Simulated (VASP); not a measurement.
# Pt (Pm-3m) in VASP: a series of runs, part 2 of 2

VASP 6.6.1. The steps go on from the part before.

## Step 4: Single point, PBE, collinear spin (20.25 Å³/atom)

This run uses another cell than the first one, of 20.25 Å³/atom.

INCAR reads:

```
  PREC = Accurate
  ENCUT = 520
  EDIFF = 1E-7
  ISMEAR = -1
  SIGMA = 0.05
  LREAL = False
  LASPH = True
  NELM = 150
  ALGO = Normal
  ISIF = 2
  LWAVE = False
  LCHARG = False
  ISPIN = 2
  MAGMOM = 1
  LORBIT = 11
  LMAXMIX = 4
  GGA = PE
  NBANDS = 15
```

KPOINTS reads:

```
regular mesh
0
Gamma
  20 20 20
```

POSCAR reads:

```
Pt
1.0
    2.7256444396      0.0000000000      0.0000000000
    0.0000000000      2.7256444396      0.0000000000
    0.0000000000      0.0000000000      2.7256444396
Pt
1
Direct
    0.0000000000      0.0000000000      0.0000000000
```

Potentials or basis: VASP PAW PBE potentials, release 64 (Pt).

Started as:

```console
> cat potpaw_PBE.64/Pt/POTCAR > POTCAR
> mpirun -np 1 vasp_std > vasp.out
```

OUTCAR:

```text
PREC = Accurate
   ENCUT = 520
   EDIFF = 1E-7
   ISMEAR = -1
   LREAL = False
   LASPH = True
   NELM = 150
   ISIF = 2
   ISPIN = 2
   LORBIT = 11
   GGA = PE

 ion  position               nearest neighbor table
   1  0.000  0.000  0.000-

  LATTYP: Found a simple cubic cell.
 ALAT       =     2.7256444396

  Lattice vectors:

 A1 = (   2.7256444396,   0.0000000000,   0.0000000000)
 A2 = (   0.0000000000,   2.7256444396,   0.0000000000)
 A3 = (   0.0000000000,   0.0000000000,   2.7256444396)

Analysis of symmetry for initial positions (statically):
=====================================================================
 Subroutine PRICEL returns:
 Original cell was already a primitive cell.

 Routine SETGRP: Setting up the symmetry group for a
 simple cubic supercell.

 Subroutine GETGRP returns: Found 48 space group operations
 (whereof 48 operations were pure point group operations)
 out of a pool of 48 trial point group operations.

The static configuration has the point symmetry O_h .

Analysis of symmetry for dynamics (positions and initial velocities):
=====================================================================
 Subroutine PRICEL returns:
 Original cell was already a primitive cell.

 Routine SETGRP: Setting up the symmetry group for a
 simple cubic supercell.

 Subroutine GETGRP returns: Found 48 space group operations
 (whereof 48 operations were pure point group operations)
 out of a pool of 48 trial point group operations.

The dynamic configuration has the point symmetry O_h .

Analysis of structural, dynamic, and magnetic symmetry:
=====================================================================
 Subroutine PRICEL returns:
 Original cell was already a primitive cell.

 Routine SETGRP: Setting up the symmetry group for a
 simple cubic supercell.

 Subroutine GETGRP returns: Found 48 space group operations
 (whereof 48 operations were pure point group operations)
 out of a pool of 48 trial point group operations.

The overall configuration has the point symmetry O_h .

 Subroutine INISYM returns: Found 48 space group operations
 (whereof 48 operations are pure point group operations),
 and found     1 'primitive' translations

----------------------------------------------------------------------------------------

                                     Primitive cell

  volume of cell :      20.2492

  direct lattice vectors                    reciprocal lattice vectors
     2.725644440  0.000000000  0.000000000     0.366885712  0.000000000  0.000000000
     0.000000000  2.725644440  0.000000000     0.000000000  0.366885712  0.000000000
     0.000000000  0.000000000  2.725644440     0.000000000  0.000000000  0.366885712

  length of vectors
     2.725644440  2.725644440  2.725644440     0.366885712  0.366885712  0.366885712

  position of ions in fractional coordinates (direct lattice)
     0.000000000  0.000000000  0.000000000

  ion indices of the primitive-cell ions
   primitive index   ion index
                 1           1

----------------------------------------------------------------------------------------

 KPOINTS: regular mesh

Automatic generation of k-mesh.
 Grid dimensions read from file:
 generate k-points for:   20   20   20
[... 73 lines left out ...]
   TEBEG  =    0.0;   TEEND  =   0.0 temperature during run
   PSTRESS=    0.0 pullay stress
   NELECT =      10.0000    total number of electrons
   NUPDOWN=      -1.0000    fix difference up-down
   EMIN   =  10.00;   EMAX   =-10.00  energy-range for DOS
   EFERMI =   0.00;   METHOD = LEGACY
   ISMEAR =    -1;   SIGMA  =   0.05  broadening in eV -4-tet -1-fermi 0-gaus
   EFERMI_NEDOS =   21; number of points for ismear=-14 and -15
   IALGO  =     38    algorithm
   IMIX   =      4    mixing-type and parameters
     AMIX     =   0.40;   BMIX     =  1.00
     AMIX_MAG =   1.60;   BMIX_MAG =  1.00
  volume/ion in A,a.u.               =      20.25       136.65
  Fermi-wavevector in a.u.,A,eV,Ry     =   1.294014  2.445332 22.782577  1.674472
  Thomas-Fermi vector in A             =   2.425623
   LORBIT       =     11    0 simple, 1 ext, 2 COOP (PROOUT), +10 PAW based schemes
   GGA     = PE    functional components
   LHFCALC =     F    Hartree Fock is set to
   AEXX    =    0.0000 exact exchange contribution
   IVDW    =     0    specifies the selected vdW correction
   LEPSILON=     F    determine dielectric tensor
   LRPA    =     F    only Hartree local field effects (RPA)
 spin polarized calculation
  energy-cutoff  :      520.00
  volume of cell :       20.25
 maximum number of plane-waves:       558
   NGX = 11   NGY = 11   NGZ = 11

 number of electron      10.0000000 magnetization       1.0000000

 number of electron       9.9999997 magnetization      -0.0116112

 number of electron       9.9999997 magnetization       0.0000461

 Free energy of the ion-electron system (eV)
  ---------------------------------------------------
  ext. energy  EPLUGINS =         0.00000000
  ---------------------------------------------------
  free energy    TOTEN  =        -5.52777863 eV

  energy without entropy =       -5.51306565  energy(sigma->0) =       -5.52042214

 E-fermi :   6.4958     XC(G=0): -11.6249

 val. band max:        6.4876504512   @ k =   0.4000   0.1500   0.0000
 cond. band min:       6.5018601986   @ k =   0.1000   0.1000   0.0000
 fundamental gap:      0.0142097474
 Fermi energy:         6.4958454690

 spin component 1

 k-point     1 :       0.0000    0.0000    0.0000
  band No.  band energies     occupation
      1      -0.8732      1.00000
      2       1.7669      1.00000
      3       1.7669      1.00000
      4       6.7094      0.01377
      5       6.7094      0.01377
      6       6.7094      0.01377
      7      21.0464      0.00000
      8      21.0464      0.00000
      9      21.0464      0.00000
     10      26.1446      0.00000
     11      28.7226      0.00000
     12      28.7226      0.00000
     13      33.1818      0.00000
     14      33.1818      0.00000
[... 403 lines left out ...]
      4       5.8179      1.00000
      5       6.0557      0.99985
      6       6.5817      0.15220
      7      16.9042      0.00000
      8      20.7352      0.00000
      9      23.0691      0.00000
     10      26.0673      0.00000
     11      28.8883      0.00000
     12      31.9438      0.00000
     13      34.0747      0.00000
     14      34.3131      0.00000
     15      35.4096      0.00000

 [... further k-points ...]

 spin component 2

 k-point     1 :       0.0000    0.0000    0.0000
  band No.  band energies     occupation
      1      -0.8732      1.00000
      2       1.7669      1.00000
      3       1.7669      1.00000
      4       6.7095      0.01375
      5       6.7095      0.01375
      6       6.7095      0.01375
      7      21.0464      0.00000
      8      21.0464      0.00000
      9      21.0464      0.00000
     10      26.1447      0.00000
     11      28.7226      0.00000
     12      28.7226      0.00000
     13      33.1818      0.00000
     14      33.1818      0.00000
[... 403 lines left out ...]
      4       5.8180      1.00000
      5       6.0557      0.99985
      6       6.5818      0.15208
      7      16.9042      0.00000
      8      20.7352      0.00000
      9      23.0691      0.00000
     10      26.0673      0.00000
     11      28.8884      0.00000
     12      31.9438      0.00000
     13      34.0747      0.00000
     14      34.3132      0.00000
     15      35.4096      0.00000

 [... further k-points ...]

------------------------ aborting loop because EDIFF is reached ----------------------------------------

  FORCE on cell =-STRESS in cart. coord.  units (eV):
  Direction    XX          YY          ZZ          XY          YZ          ZX
  --------------------------------------------------------------------------------------
  -------------------------------------------------------------------------------------
  Total       -1.9807837     -1.9807837     -1.9807837      0.0000000     -0.0000000     -0.0000000
  in kB     -156.7256353   -156.7256353   -156.7256353      0.0000000     -0.0000000     -0.0000000
  external PRESSURE =    -156.7256353 kB  Pullay stress =       0.0000000 kB

 VOLUME and BASIS-vectors are now :
 -----------------------------------------------------------------------------
  energy-cutoff  :      520.00
  volume of cell :       20.25
      direct lattice vectors                 reciprocal lattice vectors
     2.725644440  0.000000000  0.000000000     0.366885712  0.000000000  0.000000000
     0.000000000  2.725644440  0.000000000     0.000000000  0.366885712  0.000000000
     0.000000000  0.000000000  2.725644440     0.000000000  0.000000000  0.366885712

 POSITION                                       TOTAL-FORCE (eV/Angst)
 -----------------------------------------------------------------------------------
      0.00000      0.00000      0.00000         0.000000      0.000000      0.000000
 -----------------------------------------------------------------------------------
    total drift:                                0.000000      0.000000      0.000000

  FREE ENERGIE OF THE ION-ELECTRON SYSTEM (eV)
  ---------------------------------------------------
  free  energy   TOTEN  =        -5.5277786322 eV

  energy  without entropy=       -5.5130656534  energy(sigma->0) =       -5.52042214

 total charge

# of ion       s       p       d       tot
------------------------------------------
    1        0.654   0.355   7.984   8.993

 magnetization (x)

# of ion       s       p       d       tot
------------------------------------------
    1        0.000   0.000   0.000   0.000
```

stdout:

```text
POSCAR found type information on POSCAR Pt
 POSCAR found :  1 types and       1 ions
 scaLAPACK will be used
 LDA part: xc-table for (Slater+PW92), standard interpolation
 POSCAR, INCAR and KPOINTS ok, starting setup
 FFT: planning ... GRIDC
 FFT: planning ... GRID_SOFT
 FFT: planning ... GRID
 WAVECAR not read
 entering main loop
```

Run time: 87 s. Hardware: 1 thread of Intel Xeon Platinum 8488C (Sapphire Rapids), shared host; peak memory 0.23 GiB.

What came out:

* Free energy: -5.5278 eV
* Pressure: -15.7 GPa
* Band gap on the k mesh: zero (filled and empty bands overlap)
* Net moment: 0.00 μB per cell
* Valence electrons inside the program's atomic spheres: Pt 8.99

Caveat: the cell stands under tension; spin-orbit coupling is left out, which moves the levels of the heavy elements.

## Step 5: The runs side by side

```tsv
cell	gap on the mesh (eV)	pressure (GPa)	moment (μB)
a = 2.659 Å, 1 atom	none	-7.0	0.00
a = 2.693 Å, 1 atom	none	-11.9	0.00
a = 2.726 Å, 1 atom	none	-15.7	0.00
```

Alike in all rows: task single point; level PBE; potentials or basis VASP PAW PBE potentials, release 64 (Pt); spin collinear; k mesh 20 × 20 × 20; cutoff (eV) 520; smearing fermi-dirac 0.05 eV.

Caveats: the cell stands under tension; spin-orbit coupling is left out, which moves the levels of the heavy elements.

Total energies depend on the potentials used, so only differences within one code and one set of settings carry meaning.
